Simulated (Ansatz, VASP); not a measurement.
# One calculation of KTe4, two programs

```
CELL_PARAMETERS angstrom
3.03691 1.75336 6.19906
-3.03691 1.75336 6.19906
0.00000 -3.50672 6.19906
ATOMIC_POSITIONS crystal
K 0.50000 0.50000 0.50000
Te 0.30000 0.30000 0.30000
Te 0.10000 0.10000 0.10000
Te 0.90000 0.90000 0.90000
Te 0.70000 0.70000 0.70000
```

Alike in both runs: task single point; functional PBE; k mesh 3 × 3 × 3; occupations gaussian, width 0.1 eV; no spin polarisation.

|  | VASP | Ansatz |
| --- | --- | --- |
| version | VASP 6.6.1 | Ansatz 0.2.0 |
| potentials or method | VASP PAW PBE potentials, release 64 (K_sv, Te), cutoff 500 eV | scalar-relativistic, plane waves, PAW |
| valence electrons in the cell | 33 | 73 |

|  | VASP | Ansatz | Ansatz less VASP |
| --- | --- | --- | --- |
| gap on the k mesh at the Fermi level (eV) | none | none | - |
| pressure (GPa) | -5.0 | -5.0 | +0.01 |
| traceless stress, the component that is largest in VASP (GPa) | -0.42 | -0.42 | +0.003 |
| rms of the force components (eV/Å) | 0.281 | 0.279 | -0.0011 |

Atom by atom the forces differ by 0.001 eV/Å (rms over components). A gap of «none» marks a metal or a gap that the smearing closes. The functional is the same, so the differences come from potentials, cutoffs and numerics. VASP's potentials hold 33 valence electrons a cell and Ansatz's 73, so a difference there can come from the potentials and not from the codes.

The k mesh is coarse, so the values compare programs but aren't converged. Neither program's run includes spin-orbit coupling.
